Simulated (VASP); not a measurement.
Runs of VASP 6.6.1 on TaN. The structure is that of space group Fm-3m (No. 225), or close to it. The cells are those of the table. 

```tsv
cell	gap on the mesh (eV)	pressure (GPa)
a = 2.966, b = 2.966, c = 3.005 Å, angles 59.6, 59.6, 60.9°, 2 atoms	none	63.6
a = 3.083, b = 3.083, c = 3.005 Å, angles 60.8, 60.8, 58.3°, 2 atoms	none	25.4
a = 3.043, b = 3.043, c = 3.082 Å, angles 59.6, 59.6, 60.8°, 2 atoms	none	(a)
a = 3.120, b = 3.120, c = 3.082 Å, angles 60.4, 60.4, 59.2°, 2 atoms	none	3.0
a = 2.966, b = 2.966, c = 2.927 Å, angles 60.4, 60.4, 59.1°, 2 atoms	none	(b)
a = 3.045, b = 3.045, c = 2.927 Å, angles 61.3, 61.3, 57.5°, 2 atoms	none	55.2
```

Alike in all rows: task single point; level r2SCAN; potentials or basis VASP PAW PBE potentials, release 64 (Ta_pv, N); no spin polarisation; k mesh 18 × 18 × 18; cutoff (eV) 520; smearing gaussian 0.15 eV.

Question: Estimate the missing entries.

Answer: (a) 23.3; (b) 80.1.

Caveats: the PAW data sets were made with another functional, which shifts forces and pressure a little; spin-orbit coupling is left out, which moves the levels of the heavy elements; the stress differs along the axes, from 54 to 83 GPa (at least some runs); the stress differs along the axes, from 3 to 37 GPa (at least some runs); the stress differs along the axes, from 16 to 37 GPa (at least some runs); the stress differs along the axes, from -7 to 8 GPa (at least some runs); the stress differs along the axes, from 60 to 90 GPa (at least some runs).

A k mesh can miss the band edges, and the runs leave out spin-orbit coupling on Ta.

A gap of «none» marks levels without a gap at the run's occupations.
